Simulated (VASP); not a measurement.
# W (Im-3m) in VASP: a series of runs

Runs on W. Level: LDA. Tasks: single point, relaxation of cell and atoms.

Everything below comes from runs of VASP 6.6.1. Logs are shortened: lines on timing, memory, paths and dates and some standing lists are left out, and cuts for length are marked.

## (1) The cell of the first run

Symmetry: Im-3m, No. 229, cubic system. Conventional cell: a = 3.135 Å, b = 3.135 Å, c = 3.135 Å, α = 90.00°, β = 90.00°, γ = 90.00°. Within 3.6 Å of W (site symmetry m-3m) lie 14 W at 2.71 to 3.13 Å.

## (2) Single point, LDA

Contents of INCAR:

```
PREC = Accurate
ENCUT = 500
EDIFF = 1E-6
ISMEAR = -1
SIGMA = 0.05
LREAL = False
LASPH = True
NELM = 120
ALGO = Normal
ISIF = 2
LWAVE = False
LCHARG = False
GGA = CA
NBANDS = 13
GGA_COMPAT = False
```

Contents of KPOINTS:

```
regular mesh
0
Gamma
  19 19 19
```

Contents of POSCAR:

```
W
1.0
   -1.5673368545      1.5673368545      1.5673368545
    1.5673368545     -1.5673368545      1.5673368545
    1.5673368545      1.5673368545     -1.5673368545
W
1
Direct
    0.0000000000      0.0000000000      0.0000000000
```

Potentials or basis: VASP PAW LDA potentials, release 64 (W_sv).

Run with:

```bash
> cat potpaw_LDA.64/W_sv/POTCAR > POTCAR
> mpirun -np 1 vasp_std > vasp.out
```

OUTCAR:

```text
PREC = Accurate
   ENCUT = 500
   EDIFF = 1E-6
   ISMEAR = -1
   LREAL = False
   LASPH = True
   NELM = 120
   ISIF = 2
   GGA = CA

 ion  position               nearest neighbor table
   1  0.000  0.000  0.000-

  LATTYP: Found a body centered cubic cell.
 ALAT       =     3.1346737090

  Lattice vectors:

 A1 = (  -1.5673368545,   1.5673368545,   1.5673368545)
 A2 = (   1.5673368545,  -1.5673368545,   1.5673368545)
 A3 = (   1.5673368545,   1.5673368545,  -1.5673368545)

Analysis of symmetry for initial positions (statically):
=====================================================================
 Subroutine PRICEL returns:
 Original cell was already a primitive cell.

 Routine SETGRP: Setting up the symmetry group for a
 body centered cubic supercell.

 Subroutine GETGRP returns: Found 48 space group operations
 (whereof 48 operations were pure point group operations)
 out of a pool of 48 trial point group operations.

The static configuration has the point symmetry O_h .

Analysis of symmetry for dynamics (positions and initial velocities):
=====================================================================
 Subroutine PRICEL returns:
 Original cell was already a primitive cell.

 Routine SETGRP: Setting up the symmetry group for a
 body centered cubic supercell.

 Subroutine GETGRP returns: Found 48 space group operations
 (whereof 48 operations were pure point group operations)
 out of a pool of 48 trial point group operations.

The dynamic configuration has the point symmetry O_h .

 Subroutine INISYM returns: Found 48 space group operations
 (whereof 48 operations are pure point group operations),
 and found     1 'primitive' translations

----------------------------------------------------------------------------------------

                                     Primitive cell

  volume of cell :      15.4009

  direct lattice vectors                    reciprocal lattice vectors
    -1.567336854  1.567336854  1.567336854     0.000000000  0.319012469  0.319012469
     1.567336854 -1.567336854  1.567336854     0.319012469  0.000000000  0.319012469
     1.567336854  1.567336854 -1.567336854     0.319012469  0.319012469  0.000000000

  length of vectors
     2.714707065  2.714707065  2.714707065     0.451151760  0.451151760  0.451151760

  position of ions in fractional coordinates (direct lattice)
     0.000000000  0.000000000  0.000000000

  ion indices of the primitive-cell ions
   primitive index   ion index
                 1           1

----------------------------------------------------------------------------------------

 KPOINTS: regular mesh

Automatic generation of k-mesh.
 Grid dimensions read from file:
 generate k-points for:   19   19   19

 Generating k-lattice:

  Cartesian coordinates                     Fractional coordinates (reciprocal lattice)
     0.000000000  0.016790130  0.016790130     0.052631579  0.000000000  0.000000000
     0.016790130  0.000000000  0.016790130     0.000000000  0.052631579  0.000000000
     0.016790130  0.016790130  0.000000000     0.000000000  0.000000000  0.052631579

  Length of vectors
     0.023744829  0.023744829  0.023744829

  Shift w.r.t. Gamma in fractional coordinates (k-lattice)
     0.000000000  0.000000000  0.000000000

 Subroutine IBZKPT returns following result:
 ===========================================

 Found    220 irreducible k-points:

 Following reciprocal coordinates:
            Coordinates               Weight
  0.000000  0.000000  0.000000      1.000000
  0.052632  0.000000  0.000000     12.000000
  0.105263  0.000000  0.000000     12.000000
  0.157895  0.000000  0.000000     12.000000
  0.210526  0.000000  0.000000     12.000000
  0.263158  0.000000  0.000000     12.000000
[... 16 lines left out ...]
  0.263158  0.105263 -0.000000     48.000000
  0.315789  0.105263  0.000000     48.000000
 [... further k-points ...]
   k-points           NKPTS =    220   k-points in BZ     NKDIM =    220   number of bands    NBANDS=     13
   number of dos      NEDOS =    301   number of ions     NIONS =      1
   total plane-waves  NPLWV =   8000
   dimension x,y,z NGX =    20 NGY =   20 NGZ =   20
   dimension x,y,z NGXF=    40 NGYF=   40 NGZF=   40
   ions per type =               1
   NGX,Y,Z   is equivalent  to a cutoff of  12.25, 12.25, 12.25 a.u.
   NGXF,Y,Z  is equivalent  to a cutoff of  24.50, 24.50, 24.50 a.u.
 SYSTEM =  unknown system
   PREC   = accura    normal or accurate (medium, high low for compatibility)
   ISTART =      0    job   : 0-new  1-cont  2-samecut
   ICHARG =      2    charge: 1-file 2-atom 10-const
   ISPIN  =      1    spin polarized calculation?
   LNONCOLLINEAR =      F non collinear calculations
   LSORBIT =      F    spin-orbit coupling
   LASPH  =      T    aspherical Exc in radial PAW
   ENCUT  =  500.0 eV  36.75 Ry    6.06 a.u.   4.95  4.95  4.95*2*pi/ulx,y,z
   NELM   =    120;   NELMIN=  2; NELMDL= -5     # of ELM steps
   EDIFF  = 0.1E-05   stopping-criterion for ELM
   LREAL  =      F    real-space projection
   EDIFFG = 0.1E-04   stopping-criterion for IOM
   NSW    =      0    number of steps for IOM
   IBRION =     -1    ionic relax: 0-MD 1-quasi-New 2-CG
   NFREE  =      0    steps in history (QN), initial steepest desc. (CG)
   ISIF   =      2    stress and relaxation
   ISYM   =      2    0-nonsym 1-usesym 2-fastsym
   POTIM  = 0.5000    time-step for ionic-motion
   TEBEG  =    0.0;   TEEND  =   0.0 temperature during run
   PSTRESS=    0.0 pullay stress
   NELECT =      14.0000    total number of electrons
   NUPDOWN=      -1.0000    fix difference up-down
   EMIN   =  10.00;   EMAX   =-10.00  energy-range for DOS
   EFERMI =   0.00;   METHOD = LEGACY
   ISMEAR =    -1;   SIGMA  =   0.05  broadening in eV -4-tet -1-fermi 0-gaus
   EFERMI_NEDOS =   21; number of points for ismear=-14 and -15
   IALGO  =     38    algorithm
   IMIX   =      4    mixing-type and parameters
     AMIX     =   0.40;   BMIX     =  1.00
     AMIX_MAG =   1.60;   BMIX_MAG =  1.00
  volume/ion in A,a.u.               =      15.40       103.93
  Fermi-wavevector in a.u.,A,eV,Ry     =   1.585873  2.996866 34.218574  2.514994
  Thomas-Fermi vector in A             =   2.685271
   LORBIT       =      0    0 simple, 1 ext, 2 COOP (PROOUT), +10 PAW based schemes
   GGA     = CA    functional components
   LHFCALC =     F    Hartree Fock is set to
   AEXX    =    0.0000 exact exchange contribution
   IVDW    =     0    specifies the selected vdW correction
   LEPSILON=     F    determine dielectric tensor
   LRPA    =     F    only Hartree local field effects (RPA)
 non-spin polarized calculation
  energy-cutoff  :      500.00
  volume of cell :       15.40
 maximum number of plane-waves:       405
   NGX =  9   NGY =  9   NGZ =  9

 number of electron      14.0000004 magnetization

 Free energy of the ion-electron system (eV)
  ---------------------------------------------------
  ext. energy  EPLUGINS =         0.00000000
  ---------------------------------------------------
  free energy    TOTEN  =       -14.10877219 eV

  energy without entropy =      -14.10596903  energy(sigma->0) =      -14.10737061

 E-fermi :  11.7197     XC(G=0): -13.9917

 val. band max:       11.7057181417   @ k =  -0.3158   0.3158   0.2105
 cond. band min:      11.7490031073   @ k =  -0.2105   0.3158   0.1053
 fundamental gap:      0.0432849656
 Fermi energy:        11.7196644812

 k-point     1 :       0.0000    0.0000    0.0000
  band No.  band energies     occupation
      1     -61.9658      2.00000
      2     -25.7276      2.00000
      3     -25.7276      2.00000
      4     -25.7276      2.00000
      5       2.0426      2.00000
      6      10.4353      2.00000
      7      10.4353      2.00000
      8      10.4353      2.00000
      9      14.0009      0.00000
     10      14.0009      0.00000
     11      26.3825      0.00000
     12      26.3825      0.00000
     13      26.3825      0.00000

 k-point     2 :       0.0526    0.0000    0.0000
  band No.  band energies     occupation
      1     -61.9616      2.00000
      2     -25.7702      2.00000
      3     -25.7408      2.00000
      4     -25.7279      2.00000
      5       2.1829      2.00000
      6      10.3497      2.00000
      7      10.4175      2.00000
      8      10.5705      2.00000
      9      13.8605      0.00000
     10      14.0014      0.00000
     11      26.5044      0.00000
     12      26.6189      0.00000
     13      26.7361      0.00000

 k-point     3 :       0.1053    0.0000    0.0000
  band No.  band energies     occupation
      1     -61.9494      2.00000
      2     -25.8921      2.00000
      3     -25.7786      2.00000
      4     -25.7286      2.00000
      5       2.5889      2.00000
      6      10.1114      2.00000
      7      10.3408      2.00000
      8      10.9719      2.00000
      9      13.5509      0.00000
     10      14.0092      0.00000
     11      26.8205      0.00000
     12      27.3083      0.00000
     13      27.6600      0.00000
[... 305 lines left out ...]
 k-point    23 :       0.2632    0.1053   -0.0000
  band No.  band energies     occupation
      1     -61.8493      2.00000
      2     -26.7692      2.00000
      3     -26.0804      2.00000
      4     -25.7899      2.00000
      5       5.5486      2.00000
      6       8.6613      2.00000
      7       9.6563      2.00000
      8      13.3229      0.00000
      9      14.7105      0.00000
     10      15.4849      0.00000
     11      25.6644      0.00000
     12      27.2844      0.00000
     13      31.9845      0.00000

 k-point    24 :       0.3158    0.1053    0.0000
  band No.  band energies     occupation
      1     -61.8286      2.00000
      2     -26.9321      2.00000
      3     -26.1558      2.00000
      4     -25.7929      2.00000
      5       5.7426      2.00000
      6       8.4036      2.00000
      7      10.2658      2.00000
      8      13.6372      0.00000
      9      14.8490      0.00000
     10      16.7918      0.00000
     11      24.5845      0.00000
     12      25.8417      0.00000
     13      30.6900      0.00000

 [... further k-points ...]

------------------------ aborting loop because EDIFF is reached ----------------------------------------

  FORCE on cell =-STRESS in cart. coord.  units (eV):
  Direction    XX          YY          ZZ          XY          YZ          ZX
  --------------------------------------------------------------------------------------
  -------------------------------------------------------------------------------------
  Total        0.1910811      0.1910811      0.1910811      0.0000000      0.0000000     -0.0000000
  in kB       19.8783905     19.8783905     19.8783905      0.0000000      0.0000000     -0.0000000
  external PRESSURE =      19.8783905 kB  Pullay stress =       0.0000000 kB

 VOLUME and BASIS-vectors are now :
 -----------------------------------------------------------------------------
  energy-cutoff  :      500.00
  volume of cell :       15.40
      direct lattice vectors                 reciprocal lattice vectors
    -1.567336854  1.567336854  1.567336854     0.000000000  0.319012469  0.319012469
     1.567336854 -1.567336854  1.567336854     0.319012469  0.000000000  0.319012469
     1.567336854  1.567336854 -1.567336854     0.319012469  0.319012469  0.000000000

 POSITION                                       TOTAL-FORCE (eV/Angst)
 -----------------------------------------------------------------------------------
      0.00000      0.00000      0.00000         0.000000      0.000000      0.000000
 -----------------------------------------------------------------------------------
    total drift:                                0.000000     -0.000000      0.000000

  FREE ENERGIE OF THE ION-ELECTRON SYSTEM (eV)
  ---------------------------------------------------
  free  energy   TOTEN  =       -14.1087721898 eV

  energy  without entropy=      -14.1059690340  energy(sigma->0) =      -14.10737061
```

It took 12 s on 1 thread of Intel Xeon 6975P-C (Granite Rapids), shared host; peak memory 0.15 GiB.

What came out:

```
Free energy            : -14.1088 eV
Pressure               : 2.0 GPa
Band gap on the k mesh : zero (band 7 reaches 16.75 eV, above the bottom of band 8 at 10.44 eV)
```

Caveat: spin-orbit coupling is left out, which moves the levels of the heavy elements.

## (3) Relaxation of cell and atoms, LDA

This run uses another cell than the first one, of 15.73 Å³/atom, 1.021 times its volume.

Contents of INCAR:

```
SYSTEM = W
ALGO = Normal
EDIFF = 1E-7
EDIFFG = -0.005
ENCUT = 500
GGA = CA
GGA_COMPAT = .FALSE.
IBRION = 2
ISIF = 3
ISMEAR = -1
LASPH = .TRUE.
LCHARG = .FALSE.
LREAL = .FALSE.
LWAVE = .FALSE.
NELM = 120
NELMIN = 4
NSW = 60
PREC = Accurate
SIGMA = 0.05
```

Contents of KPOINTS:

```
k-points
0
G
  19 19 19
  0 0 0
```

Contents of POSCAR:

```
W
1.0
   -1.5784212184      1.5784212184      1.5784212184
    1.5784212184     -1.5784212184      1.5784212184
    1.5784212184      1.5784212184     -1.5784212184
W
1
Direct
    0.0000000000      0.0000000000      0.0000000000
```

Potentials or basis: VASP PAW LDA potentials, release 64 (W_sv).

Run with:

```bash
> cat potpaw_LDA.64/W_sv/POTCAR > POTCAR
> mpirun -np 1 vasp_std > vasp.out
```

It took 25 s on 1 thread of Intel Xeon 6975P-C (Granite Rapids), shared host; peak memory 0.15 GiB.

It converged, with:

```yaml
Free_energy: -14.1096 eV
Relaxed_volume: 15.49 Å³/atom
Relaxed_cell: a = 2.720 Å, b = 2.720 Å, c = 2.720 Å, α = 109.47°, β = 109.47°, γ = 109.47°
Space_group_after_relaxing_to_0.05_Å: Im-3m (No. 229)
Energy_gained_by_relaxing: 3.8 meV/atom
Ionic_steps: 4
Pressure_after_relaxing: 0.0 GPa
Band_gap_on_the_k_mesh: zero (band 7 reaches 16.63 eV, above the bottom of band 8 at 10.36 eV)
```

The path:
| step | energy change (eV) | largest force (eV/Å) | pressure (GPa) | volume (Å³) |
| --- | --- | --- | --- | --- |
| 1 | 0.0000 | 0.0000 | -5.00 | 15.73 |
| 2 | 0.0504 | 0.0000 | 21.39 | 14.64 |
| 3 | -0.0038 | 0.0000 | -0.14 | 15.50 |
| 4 | -0.0038 | 0.0000 | -0.02 | 15.49 |

Final structure:
```
W
1.0
    -1.57040    1.57040    1.57040
     1.57040   -1.57040    1.57040
     1.57040    1.57040   -1.57040
W
1
Direct
  0.00000 0.00000 0.00000
```

Levels at points of the mesh, in eV from the Fermi level:
```tsv
k point	band 3	band 4	band 5	band 6	band 7	band 8	band 9	band 10	band 11
(0.00, 0.00, 0.00)	-37.46	-37.46	-9.64	-1.27	-1.27	-1.27	2.27	2.27	14.65
```

Caveat: spin-orbit coupling is left out, which moves the levels of the heavy elements.
